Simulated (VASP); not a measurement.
Input of a VASP 6.6.1 run:

File INCAR:

```
PREC     = Accurate       # precision mode
ENCUT    = 700            # plane-wave cutoff, eV
EDIFF    = 1E-6           # SCF threshold, eV
ISMEAR   = -1             # smearing method
SIGMA    = 0.05           # smearing width, eV
LREAL    = False          # projectors in reciprocal space
LASPH    = True           # aspherical terms in the spheres
NELM     = 200            # most SCF steps
ALGO     = Normal         # electronic algorithm
ISIF     = 2              # what is computed and relaxed
LWAVE    = False          # write WAVECAR
LCHARG   = False          # write CHGCAR
ISPIN    = 2              # spin polarisation
MAGMOM   = 2.2 0          # initial moments
LORBIT   = 11             # projections on sites
NUPDOWN  = 2.2            # fixed moment
LMAXMIX  = 4              # l up to which the mixer works
GGA      = PS             # functional
NBANDS   = 22             # bands
GGA_COMPAT= False
```

The input KPOINTS:

```
regular mesh
0
Gamma
  10 10 10
```

The input POSCAR:

```
FeO
1.0
   -1.6021034130      1.6021034130      2.0833922500
    1.6021034130     -1.6021034130      2.0833922500
    1.6021034130      1.6021034130     -2.0833922500
Fe O
1 1
Direct
    0.0000000000      0.0000000000      0.0000000000
    0.5000000000      0.5000000000      0.0000000000
```

Potentials or basis: VASP PAW PBE potentials, release 64 (Fe_sv, O).

Command:

```sh
$ cat potpaw_PBE.64/Fe_sv/POTCAR potpaw_PBE.64/O/POTCAR > POTCAR
$ mpirun -np 1 vasp_std > vasp.out
```

Question: Predict the pressure.

Answer: -32.0 GPa.

Stress tensor (GPa, compression positive):
```
-31.06   0.00   0.00
  0.00 -31.06   0.00
  0.00   0.00 -33.95
```

Caveat: the cell stands under tension; the PAW data sets were made with another functional, which shifts forces and pressure a little; the total moment is fixed, so each spin has its own Fermi level and the state may be an excited one; a cell with one magnetic atom can't hold antiferromagnetic order, which such compounds often take.
